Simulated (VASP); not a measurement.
Write the native input for VASP 6.6.1 that does the following.

```
Task                   : single point
Functional             : PBE
Potentials or basis    : VASP PAW PBE potentials, release 64 (Cr_pv)
Cutoff                 : 500 eV
k mesh                 : 8 × 8 × 8
Occupations            : fermi-dirac, width 0.1 eV
Spin                   : collinear spin, zero start
Starting moments       : [0.0] μB
Dipole correction      : no
Further INCAR settings : ALGO = Normal; EDIFF = 1e-06; NBANDS = 16
```

The structure of Cr lies in POSCAR:

```
Cr
1.0
    0.0000000000      1.7574380000      1.7574380000
    1.7574380000      0.0000000000      1.7574380000
    1.7574380000      1.7574380000      0.0000000000
Cr
1
Direct
    0.0000000000      0.0000000000      0.0000000000
```

These files were run (other wordings do the same):

INCAR

```
SYSTEM = Cr
PREC     = Accurate       ! precision mode
ENCUT    = 500            ! plane-wave cutoff, eV
EDIFF    = 1E-6           ! SCF threshold, eV
ISMEAR   = -1             ! smearing method
SIGMA    = 0.1            ! smearing width, eV
LREAL    = .FALSE.        ! projectors in reciprocal space
LASPH    = .TRUE.         ! aspherical terms in the spheres
NELM     = 200            ! most SCF steps
ALGO     = Normal         ! electronic algorithm
ISIF     = 2              ! what is computed and relaxed
LWAVE    = .FALSE.        ! write WAVECAR
LCHARG   = .FALSE.        ! write CHGCAR
ISPIN    = 2              ! spin polarisation
MAGMOM   = 0              ! initial moments
LORBIT   = 11             ! projections on sites
LMAXMIX  = 4              ! l up to which the mixer works
GGA      = PE             ! functional
NBANDS   = 16             ! bands
GGA_COMPAT= .FALSE.
```

KPOINTS

```
Automatic mesh
0
G
  8 8 8
  0 0 0
```

Potentials or basis: VASP PAW PBE potentials, release 64 (Cr_pv).

The run is started by

```console
$ cat potpaw_PBE.64/Cr_pv/POTCAR > POTCAR
$ mpirun -np 1 vasp_std > vasp.out
```

It gave:

* Pressure: 26.8 GPa
* Band gap on the k mesh: zero (filled and empty bands overlap)
* Net moment: 0.00 μB per cell
* Valence electrons inside the program's atomic spheres: Cr 11.21

Caveat: the k points lie up to 0.39 Å⁻¹ apart.

Wall time 19 s on 1 thread of Intel Xeon 8259CL, with other jobs on the host, peak memory 0.12 GiB.
